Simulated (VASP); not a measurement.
# SrCl2 (Fm-3m) in VASP: notebook, part 2 of 2

VASP 6.6.1. The steps go on from the part before.

## (4) Single point, r2SCAN

This run uses another cell than the first one, of 28.53 Å³/atom, 0.982 times its volume.

Input file POSCAR:

```
SrCl2
1.0
    0.0000000000      3.4976509228      3.4976509228
    3.4976509228      0.0000000000      3.4976509228
    3.4976509228      3.4976509228      0.0000000000
Sr Cl
1 2
Direct
    0.0000000000      0.0000000000      0.0000000000
    0.2500000000      0.2500000000      0.2500000000
    0.7500000000      0.7500000000      0.7500000000
```

Input file INCAR.step1:

```
ALGO     = Normal         # electronic algorithm
EDIFF    = 1E-4           # SCF threshold, eV
ENCUT    = 520            # plane-wave cutoff, eV
GGA      = PE             # functional
ISMEAR   = 0              # smearing method
LASPH    = True           # aspherical terms in the spheres
LCHARG   = False          # write CHGCAR
LREAL    = False          # projectors in reciprocal space
LWAVE    = True           # write WAVECAR
NBANDS   = 19             # bands
NELM     = 100            # most SCF steps
PREC     = Accurate       # precision mode
SIGMA    = 0.01           # smearing width, eV
```

Input file INCAR.step2:

```
ALGO     = Normal         # electronic algorithm
EDIFF    = 1E-7           # SCF threshold, eV
ENCUT    = 520            # plane-wave cutoff, eV
ISIF     = 2              # what is computed and relaxed
ISMEAR   = 0              # smearing method
ISTART   = 1            
LASPH    = True           # aspherical terms in the spheres
LCHARG   = False          # write CHGCAR
LMIXTAU  = True         
LREAL    = False          # projectors in reciprocal space
LWAVE    = False          # write WAVECAR
METAGGA  = R2SCAN         # meta-GGA
NBANDS   = 19             # bands
NELM     = 100            # most SCF steps
PREC     = Accurate       # precision mode
SIGMA    = 0.01           # smearing width, eV
```

Input file KPOINTS:

```
k-points
0
Gamma
  6 6 6
```

Potentials or basis: VASP PAW PBE potentials, release 64 (Sr_sv, Cl).

Command:

```
> cat potpaw_PBE.64/Sr_sv/POTCAR potpaw_PBE.64/Cl/POTCAR > POTCAR
> cp INCAR.step1 INCAR
> mpirun -np 1 vasp_std > vasp.out
> cp INCAR.step2 INCAR
> mpirun -np 1 vasp_std > vasp.out
```

OUTCAR:

```text
EDIFF = 1E-7
   ENCUT = 520
   ISIF = 2
   ISMEAR = 0
   ISTART = 1
   LASPH = True
   LREAL = False
   METAGGA = R2SCAN
   NELM = 100
   PREC = Accurate

 ion  position               nearest neighbor table
   1  0.000  0.000  0.000-   3 3.03   3 3.03   3 3.03   2 3.03   3 3.03   2 3.03   2 3.03   2 3.03

   2  0.250  0.250  0.250-   1 3.03   1 3.03   1 3.03   1 3.03
   3  0.750  0.750  0.750-   1 3.03   1 3.03   1 3.03   1 3.03

  LATTYP: Found a face centered cubic cell.
 ALAT       =     6.9953018456

  Lattice vectors:

 A1 = (   0.0000000000,   3.4976509228,   3.4976509228)
 A2 = (   3.4976509228,   0.0000000000,   3.4976509228)
 A3 = (   3.4976509228,   3.4976509228,   0.0000000000)

Analysis of symmetry for initial positions (statically):
=====================================================================
 Subroutine PRICEL returns:
 Original cell was already a primitive cell.

 Routine SETGRP: Setting up the symmetry group for a
[... 156 lines left out ...]
  ext. energy  EPLUGINS =         0.00000000
  ---------------------------------------------------
  free energy    TOTEN  =       -35.69703144 eV

  energy without entropy =      -35.69703144  energy(sigma->0) =      -35.69703144

 E-fermi :  -0.2078     XC(G=0):  -8.7306

 val. band max:       -0.2731346102   @ k =   0.5000   0.5000   0.0000
 cond. band min:       5.6638810857   @ k =   0.0000   0.0000   0.0000
 fundamental gap:      5.9370156959
 Fermi energy:        -0.2077510990

 k-point     1 :       0.0000    0.0000    0.0000
  band No.  band energies     occupation
      1     -34.2498      2.00000
      2     -15.6163      2.00000
      3     -15.6163      2.00000
      4     -15.6163      2.00000
      5     -14.1356      2.00000
      6     -13.2772      2.00000
[... 329 lines left out ...]
      6     -13.4098      2.00000
[... 11 lines left out ...]
     18      10.0914      0.00000
     19      10.4537      0.00000

------------------------ aborting loop because EDIFF is reached ----------------------------------------

  FORCE on cell =-STRESS in cart. coord.  units (eV):
  Direction    XX          YY          ZZ          XY          YZ          ZX
  --------------------------------------------------------------------------------------
  -------------------------------------------------------------------------------------
  Total        0.0170336      0.0170336      0.0170336     -0.0000000      0.0000000     -0.0000000
  in kB        0.3189030      0.3189030      0.3189030     -0.0000000      0.0000000     -0.0000000
  external PRESSURE =       0.3189030 kB  Pullay stress =       0.0000000 kB

 VOLUME and BASIS-vectors are now :
 -----------------------------------------------------------------------------
  energy-cutoff  :      520.00
  volume of cell :       85.58
      direct lattice vectors                 reciprocal lattice vectors
     0.000000000  3.497650923  3.497650923    -0.142953088  0.142953088  0.142953088
     3.497650923  0.000000000  3.497650923     0.142953088 -0.142953088  0.142953088
     3.497650923  3.497650923  0.000000000     0.142953088  0.142953088 -0.142953088

 POSITION                                       TOTAL-FORCE (eV/Angst)
 -----------------------------------------------------------------------------------
      0.00000      0.00000      0.00000         0.000000     -0.000000     -0.000000
      1.74883      1.74883      1.74883        -0.000000     -0.000000     -0.000000
      5.24648      5.24648      5.24648         0.000000      0.000000      0.000000
 -----------------------------------------------------------------------------------
    total drift:                               -0.000000     -0.000000      0.000000

  FREE ENERGIE OF THE ION-ELECTRON SYSTEM (eV)
  ---------------------------------------------------
  free  energy   TOTEN  =       -35.6970314382 eV

  energy  without entropy=      -35.6970314382  energy(sigma->0) =      -35.69703144
```

Wall time 3 min (1 thread of Intel Xeon 6975P-C, shared host); peak memory 0.26 GiB.

Results:

```yaml
Free_energy: -35.6970 eV
Pressure: 0.0 GPa
Band_gap_on_the_k_mesh: 5.94 eV, indirect (least direct gap 5.99 eV)
```

Levels at points of the mesh, in eV from the valence-band top:
```
           k point  band 9  band 10  band 11  band 12  band 13  band 14  band 15  band 16
(0.00, 0.00, 0.00)   -2.12    -0.35    -0.35    -0.35     5.94     6.69     6.69     9.61
(0.50, 0.00, 0.00)   -1.47    -1.33    -1.06    -1.06     7.29     7.29     8.22     8.23
(0.50, 0.50, 0.00)   -1.90    -0.39    -0.39     0.00     5.99     7.77     8.20     8.68
```

Caveat: the PAW data sets were made with another functional, which shifts forces and pressure a little. r2SCAN opens gaps a little over a GGA but as a rule still falls short of measured ones.

## (5) Relaxation of cell and atoms, PBE

This run uses another cell than the first one, of 28.30 Å³/atom, 0.974 times its volume.

Input file INCAR:

```
ALGO = Normal
EDIFF = 1E-6
EDIFFG = -0.005
ENCUT = 600
GGA = PE
IBRION = 2
ISIF = 3
ISMEAR = -1
LASPH = T
LCHARG = F
LREAL = F
LWAVE = F
NELM = 80
NSW = 80
PREC = Accurate
SIGMA = 0.02
```

KPOINTS is that of step 4.

Input file POSCAR:

```
SrCl2
1.0
    0.0000000000      3.4883500000      3.4883500000
    3.4883500000      0.0000000000      3.4883500000
    3.4883500000      3.4883500000      0.0000000000
Sr Cl
1 2
Direct
    0.0000000000      0.0000000000      0.0000000000
    0.2500000000      0.2500000000      0.2500000000
    0.7500000000      0.7500000000      0.7500000000
```

Command:

```
> cat potpaw_PBE.64/Sr_sv/POTCAR potpaw_PBE.64/Cl/POTCAR > POTCAR
> mpirun -np 1 vasp_std > vasp.out
```

Wall time 99 s (1 thread of Intel Xeon 6975P-C, shared host); peak memory 0.25 GiB.

Results (log left out):

```
Free energy                            : -12.7916 eV
Relaxed volume                         : 29.18 Å³/atom
Relaxed cell                           : a = 4.984 Å, b = 4.984 Å, c = 4.984 Å, α = 60.00°, β = 60.00°, γ = 60.00°
Space group after relaxing (to 0.05 Å) : Fm-3m (No. 225)
Energy gained by relaxing              : 3.0 meV/atom
Ionic steps                            : 3
Pressure after relaxing                : 0.0 GPa
Band gap on the k mesh                 : 5.22 eV, indirect (least direct gap 5.52 eV)
```

The path:
```csv
step,energy change (eV),largest force (eV/Å),pressure (GPa),volume (Å³)
1,0.0000,0.0000,1.11,84.90
2,-0.0090,0.0000,0.09,87.33
3,-0.0090,0.0000,0.00,87.55
```

Final structure:
```xyz
3
Lattice="0.0000 3.5244 3.5244 3.5244 0.0000 3.5244 3.5244 3.5244 0.0000" Properties=species:S:1:pos:R:3 pbc="T T T"
Sr    0.0000    0.0000    0.0000
Cl    1.7622    1.7622    1.7622
Cl    5.2866    5.2866    5.2866
```

Levels at points of the mesh, in eV from the valence-band top:
| k point | band 8 | band 9 | band 10 | band 11 | band 12 | band 13 | band 14 | band 15 | band 16 |
| --- | --- | --- | --- | --- | --- | --- | --- | --- | --- |
| (0.00, 0.00, 0.00) | -2.02 | -2.02 | -0.33 | -0.33 | -0.33 | 5.22 | 6.10 | 6.10 | 8.98 |
| (0.50, 0.00, 0.00) | -1.48 | -1.44 | -1.26 | -1.01 | -1.01 | 6.68 | 6.68 | 7.40 | 7.82 |
| (0.50, 0.50, 0.00) | -1.81 | -1.81 | -0.38 | -0.38 | 0.00 | 5.52 | 6.95 | 7.52 | 7.91 |

A k mesh can miss the band edges. PBE gaps usually lie below the measured ones, often by a third to a half.

## (6) The runs side by side

```tsv
task	level	cell	cutoff (eV)	smearing	gap on the mesh (eV)	pressure (GPa)
single point	PBE	a = 4.977 Å, angles 60.0°, 3 atoms	520	fermi-dirac 0.02 eV	5.24	0.1
single point	r2SCAN	a = 4.946 Å, angles 60.0°, 3 atoms	520	fermi-dirac 0.02 eV	5.94	0.0
single point	r2SCAN	a = 4.946 Å, angles 60.0°, 3 atoms	520	gaussian 0.01 eV	5.94	0.0
relaxation of cell and atoms	PBE	relaxed from a = 4.933 Å, angles 60.0°, 3 atoms	600	fermi-dirac 0.02 eV	5.22	0.0
```

Alike in all rows: potentials or basis VASP PAW PBE potentials, release 64 (Sr_sv, Cl); no spin polarisation; k mesh 6 × 6 × 6.

Caveats: the PAW data sets were made with another functional, which shifts forces and pressure a little (some runs).

Total energies depend on the potentials used, so only differences within one code and one set of settings carry meaning.
